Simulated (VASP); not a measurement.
# In (I4/mmm) in VASP: single point with r2SCAN

Aim: the single point of In with r2SCAN.

All numbers are computed with VASP 6.6.1; they aren't measurements. Logs are shortened: lines on timing, memory, paths and dates and some standing lists are left out, and cuts for length are marked.

### Step 1. The cell of the first run

Symmetry: I4/mmm, No. 139, tetragonal system. Conventional cell: a = 3.259 Å, b = 3.259 Å, c = 4.986 Å, α = 90.00°, β = 90.00°, γ = 90.00°. In (site symmetry 4/mmm) has 12 In at 3.26 to 3.40 Å within 4.3 Å.

### Step 2. Single point, r2SCAN

Contents of POSCAR:

```
In
1.0
   -1.6297352700      1.6297352700      2.4928993500
    1.6297352700     -1.6297352700      2.4928993500
    1.6297352700      1.6297352700     -2.4928993500
In
1
Direct
    0.0000000000      0.0000000000      0.0000000000
```

Contents of INCAR.step1:

```
SYSTEM = In
  PREC = Accurate
  ENCUT = 550
  ISMEAR = 0
  SIGMA = 0.1
  LREAL = .FALSE.
  LASPH = .TRUE.
  NELM = 120
  NBANDS = 12
  GGA = PE
  ALGO = Normal
  EDIFF = 1E-5
  LWAVE = .TRUE.
  LCHARG = .FALSE.
  GGA_COMPAT = .FALSE.
```

Contents of INCAR.step2:

```
SYSTEM = In
  PREC = Accurate
  ENCUT = 550
  EDIFF = 1E-6
  ISMEAR = 0
  SIGMA = 0.1
  LREAL = .FALSE.
  LASPH = .TRUE.
  NELM = 120
  ALGO = Normal
  ISIF = 2
  LWAVE = .FALSE.
  LCHARG = .FALSE.
  METAGGA = R2SCAN
  LMIXTAU = .TRUE.
  NBANDS = 12
  ISTART = 1
  GGA_COMPAT = .FALSE.
```

Contents of KPOINTS:

```
regular mesh
0
G
  8 8 8
  0 0 0
```

Potentials or basis: VASP PAW PBE potentials, release 64 (In_d).

Run with:

```sh
cat potpaw_PBE.64/In_d/POTCAR > POTCAR
cp INCAR.step1 INCAR
mpirun -np 1 vasp_std > vasp.out
cp INCAR.step2 INCAR
mpirun -np 1 vasp_std > vasp.out
```

OUTCAR:

```text
SYSTEM = In
   PREC = Accurate
   ENCUT = 550
   EDIFF = 1E-6
   ISMEAR = 0
   LREAL = .FALSE.
   LASPH = .TRUE.
   NELM = 120
   ISIF = 2
   METAGGA = R2SCAN
   ISTART = 1

 ion  position               nearest neighbor table
   1  0.000  0.000  0.000-

  LATTYP: Found a body centered tetragonal cell.
 ALAT       =     3.2594705400
 C/A-ratio  =     1.5296345338

  Lattice vectors:

 A1 = (  -1.6297352700,   1.6297352700,   2.4928993500)
 A2 = (   1.6297352700,  -1.6297352700,   2.4928993500)
 A3 = (   1.6297352700,   1.6297352700,  -2.4928993500)

Analysis of symmetry for initial positions (statically):
=====================================================================
 Subroutine PRICEL returns:
 Original cell was already a primitive cell.

 Routine SETGRP: Setting up the symmetry group for a
 body centered tetragonal supercell.

 Subroutine GETGRP returns: Found 16 space group operations
 (whereof 16 operations were pure point group operations)
 out of a pool of 16 trial point group operations.

The static configuration has the point symmetry D_4h.

Analysis of symmetry for dynamics (positions and initial velocities):
=====================================================================
 Subroutine PRICEL returns:
 Original cell was already a primitive cell.

 Routine SETGRP: Setting up the symmetry group for a
 body centered tetragonal supercell.

 Subroutine GETGRP returns: Found 16 space group operations
 (whereof 16 operations were pure point group operations)
 out of a pool of 16 trial point group operations.

The dynamic configuration has the point symmetry D_4h.

 Subroutine INISYM returns: Found 16 space group operations
 (whereof 16 operations are pure point group operations),
 and found     1 'primitive' translations

----------------------------------------------------------------------------------------

                                     Primitive cell

  volume of cell :      26.4849

  direct lattice vectors                    reciprocal lattice vectors
    -1.629735270  1.629735270  2.492899350     0.000000000  0.306798294  0.200569670
     1.629735270 -1.629735270  2.492899350     0.306798294  0.000000000  0.200569670
     1.629735270  1.629735270 -2.492899350     0.306798294  0.306798294  0.000000000

  length of vectors
     3.395087815  3.395087815  3.395087815     0.366542474  0.366542474  0.433878308

  position of ions in fractional coordinates (direct lattice)
     0.000000000  0.000000000  0.000000000

  ion indices of the primitive-cell ions
   primitive index   ion index
                 1           1

----------------------------------------------------------------------------------------

 KPOINTS: regular mesh

Automatic generation of k-mesh.
 Grid dimensions read from file:
 generate k-points for:    8    8    8

 Generating k-lattice:

  Cartesian coordinates                     Fractional coordinates (reciprocal lattice)
     0.000000000  0.038349787  0.025071209     0.125000000  0.000000000 -0.000000000
     0.038349787  0.000000000  0.025071209     0.000000000  0.125000000 -0.000000000
     0.038349787  0.038349787  0.000000000     0.000000000  0.000000000  0.125000000

  Length of vectors
     0.045817809  0.045817809  0.054234788

  Shift w.r.t. Gamma in fractional coordinates (k-lattice)
     0.000000000  0.000000000  0.000000000

 Subroutine IBZKPT returns following result:
 ===========================================

 Found     59 irreducible k-points:

 Following reciprocal coordinates:
            Coordinates               Weight
  0.000000  0.000000  0.000000      1.000000
  0.125000  0.000000  0.000000      8.000000
  0.250000  0.000000  0.000000      8.000000
  0.375000  0.000000  0.000000      8.000000
  0.500000  0.000000  0.000000      4.000000
  0.125000  0.125000  0.000000      8.000000
[... 16 lines left out ...]
  0.250000  0.125000  0.125000     16.000000
  0.375000  0.125000  0.125000      8.000000
 [... further k-points ...]
   k-points           NKPTS =     59   k-points in BZ     NKDIM =     59   number of bands    NBANDS=     12
   number of dos      NEDOS =    301   number of ions     NIONS =      1
   total plane-waves  NPLWV =  21952
   dimension x,y,z NGX =    28 NGY =   28 NGZ =   28
   dimension x,y,z NGXF=    56 NGYF=   56 NGZF=   56
   ions per type =               1
   NGX,Y,Z   is equivalent  to a cutoff of  13.71, 13.71, 13.71 a.u.
   NGXF,Y,Z  is equivalent  to a cutoff of  27.42, 27.42, 27.42 a.u.
 SYSTEM =  In
   PREC   = accura    normal or accurate (medium, high low for compatibility)
   ISTART =      1    job   : 0-new  1-cont  2-samecut
   ICHARG =      0    charge: 1-file 2-atom 10-const
   ISPIN  =      1    spin polarized calculation?
   LNONCOLLINEAR =      F non collinear calculations
   LSORBIT =      F    spin-orbit coupling
   LASPH  =      T    aspherical Exc in radial PAW
   ENCUT  =  550.0 eV  40.42 Ry    6.36 a.u.   6.49  6.49  6.49*2*pi/ulx,y,z
   NELM   =    120;   NELMIN=  2; NELMDL=  0     # of ELM steps
   EDIFF  = 0.1E-05   stopping-criterion for ELM
   LREAL  =      F    real-space projection
   EDIFFG = 0.1E-04   stopping-criterion for IOM
   NSW    =      0    number of steps for IOM
   IBRION =     -1    ionic relax: 0-MD 1-quasi-New 2-CG
   NFREE  =      0    steps in history (QN), initial steepest desc. (CG)
   ISIF   =      2    stress and relaxation
   ISYM   =      2    0-nonsym 1-usesym 2-fastsym
   POTIM  = 0.5000    time-step for ionic-motion
   TEBEG  =    0.0;   TEEND  =   0.0 temperature during run
   PSTRESS=    0.0 pullay stress
   NELECT =      13.0000    total number of electrons
   NUPDOWN=      -1.0000    fix difference up-down
   EMIN   =  10.00;   EMAX   =-10.00  energy-range for DOS
   EFERMI =   0.00;   METHOD = LEGACY
   ISMEAR =     0;   SIGMA  =   0.10  broadening in eV -4-tet -1-fermi 0-gaus
   EFERMI_NEDOS =   21; number of points for ismear=-14 and -15
   IALGO  =     38    algorithm
   IMIX   =      4    mixing-type and parameters
     AMIX     =   0.40;   BMIX     =  1.00
     AMIX_MAG =   1.60;   BMIX_MAG =  1.00
  volume/ion in A,a.u.               =      26.48       178.73
  Fermi-wavevector in a.u.,A,eV,Ry     =   1.291387  2.440367 22.690160  1.667680
  Thomas-Fermi vector in A             =   2.423160
   LORBIT       =      0    0 simple, 1 ext, 2 COOP (PROOUT), +10 PAW based schemes
   METAGGA = R2SCAN    functional components
   LHFCALC =     F    Hartree Fock is set to
   AEXX    =    0.0000 exact exchange contribution
   IVDW    =     0    specifies the selected vdW correction
   LEPSILON=     F    determine dielectric tensor
   LRPA    =     F    only Hartree local field effects (RPA)
 non-spin polarized calculation
 Gauss-broadening in eV      SIGMA  =   0.10
  energy-cutoff  :      550.00
  volume of cell :       26.48
 maximum number of plane-waves:       789
 NGX is ok and might be reduce to    28
   NGX = 13   NGY = 13   NGZ = 13

 number of electron      13.0000005 magnetization

 Free energy of the ion-electron system (eV)
  ---------------------------------------------------
  ext. energy  EPLUGINS =         0.00000000
  ---------------------------------------------------
  free energy    TOTEN  =       -22.57034969 eV

  energy without entropy =      -22.56915059  energy(sigma->0) =      -22.56975014

 E-fermi :   7.3834     XC(G=0): -11.0139

 val. band max:        7.3442179511   @ k =  -0.3750   0.3750   0.2500
 cond. band min:       7.5657942348   @ k =   0.3750   0.3750   0.0000
 fundamental gap:      0.2215762837
 Fermi energy:         7.3834360076

 k-point     1 :       0.0000    0.0000    0.0000
  band No.  band energies     occupation
      1      -7.9586      2.00000
      2      -7.8381      2.00000
      3      -7.8381      2.00000
      4      -7.7648      2.00000
      5      -7.6505      2.00000
      6      -2.6058      2.00000
      7      18.3845      0.00000
      8      18.3845      0.00000
      9      18.6057      0.00000
     10      19.5239      0.00000
     11      21.7129      0.00000
     12      21.9720      0.00000

 k-point     2 :       0.1250    0.0000    0.0000
  band No.  band energies     occupation
      1      -7.9363      2.00000
      2      -7.8426      2.00000
      3      -7.8154      2.00000
      4      -7.7547      2.00000
      5      -7.6592      2.00000
      6      -2.2464      2.00000
      7      15.0775      0.00000
      8      17.6991      0.00000
      9      17.9949      0.00000
     10      19.2829      0.00000
     11      21.8433      0.00000
     12      22.8824      0.00000

 k-point     3 :       0.2500    0.0000    0.0000
  band No.  band energies     occupation
      1      -7.9202      2.00000
      2      -7.8717      2.00000
      3      -7.7903      2.00000
      4      -7.6807      2.00000
      5      -7.6496      2.00000
      6      -1.1498      2.00000
      7      10.6523      0.00000
      8      16.4263      0.00000
      9      17.4248      0.00000
     10      19.2413      0.00000
     11      20.3354      0.00000
     12      23.1567      0.00000
[... 286 lines left out ...]
 k-point    23 :       0.2500    0.1250    0.1250
  band No.  band energies     occupation
      1      -7.9032      2.00000
      2      -7.8503      2.00000
      3      -7.7735      2.00000
      4      -7.6696      2.00000
      5      -7.5691      2.00000
      6       1.6993      2.00000
      7       7.6764      0.00003
      8      11.4762      0.00000
      9      13.9466      0.00000
     10      17.8040      0.00000
     11      19.8779      0.00000
     12      22.1647      0.00000

 k-point    24 :       0.3750    0.1250    0.1250
  band No.  band energies     occupation
      1      -7.8943      2.00000
      2      -7.8764      2.00000
      3      -7.7414      2.00000
      4      -7.6956      2.00000
      5      -7.5294      2.00000
      6       3.7629      2.00000
      7       4.9280      2.00000
      8      11.7948      0.00000
      9      12.9308      0.00000
     10      17.5334      0.00000
     11      19.7307      0.00000
     12      25.6111      0.00000

 [... further k-points ...]

------------------------ aborting loop because EDIFF is reached ----------------------------------------

  FORCE on cell =-STRESS in cart. coord.  units (eV):
  Direction    XX          YY          ZZ          XY          YZ          ZX
  --------------------------------------------------------------------------------------
  -------------------------------------------------------------------------------------
  Total       -0.3354605     -0.3354605      0.4229673      0.0000000      0.0000000     -0.0000000
  in kB      -20.2933210    -20.2933210     25.5869506      0.0000000      0.0000000     -0.0000000
  external PRESSURE =      -4.9998971 kB  Pullay stress =       0.0000000 kB

 VOLUME and BASIS-vectors are now :
 -----------------------------------------------------------------------------
  energy-cutoff  :      550.00
  volume of cell :       26.48
      direct lattice vectors                 reciprocal lattice vectors
    -1.629735270  1.629735270  2.492899350     0.000000000  0.306798294  0.200569670
     1.629735270 -1.629735270  2.492899350     0.306798294  0.000000000  0.200569670
     1.629735270  1.629735270 -2.492899350     0.306798294  0.306798294  0.000000000

 POSITION                                       TOTAL-FORCE (eV/Angst)
 -----------------------------------------------------------------------------------
      0.00000      0.00000      0.00000         0.000000      0.000000      0.000000
 -----------------------------------------------------------------------------------
    total drift:                               -0.000000     -0.000000     -0.000000

  FREE ENERGIE OF THE ION-ELECTRON SYSTEM (eV)
  ---------------------------------------------------
  free  energy   TOTEN  =       -22.5703496897 eV

  energy  without entropy=      -22.5691505870  energy(sigma->0) =      -22.56975014
```

Wall time 2.7 min (1 thread of Intel Xeon 8259CL, shared host); peak memory 0.17 GiB.

What came out:

- Free energy: -22.5703 eV
- Pressure: -0.5 GPa
- Band gap on the k mesh: zero (an odd number of electrons rules out a gap without spin polarisation)

Levels at points of the mesh, in eV from the Fermi level:
| k point | band 3 | band 4 | band 5 | band 6 | band 7 | band 8 | band 9 | band 10 |
| --- | --- | --- | --- | --- | --- | --- | --- | --- |
| (0.00, 0.00, 0.00) | -15.22 | -15.15 | -15.03 | -9.99 | 11.00 | 11.00 | 11.22 | 12.14 |
| (0.50, 0.00, 0.00) | -15.21 | -14.95 | -14.91 | -4.50 | -3.57 | 7.77 | 9.61 | 11.75 |
| (0.50, 0.50, 0.00) | -14.95 | -14.93 | -14.84 | -2.16 | -1.60 | 3.56 | 4.13 | 7.46 |
| (0.50, 0.50, 0.50) | -14.93 | -14.90 | -14.90 | -3.07 | -2.92 | 4.97 | 4.97 | 8.37 |

Caveat: the PAW data sets were made with another functional, which shifts forces and pressure a little; spin-orbit coupling is left out, which moves the levels of the heavy elements.

The gap in the log of VASP goes by the Fermi energy; the results here count the filled bands.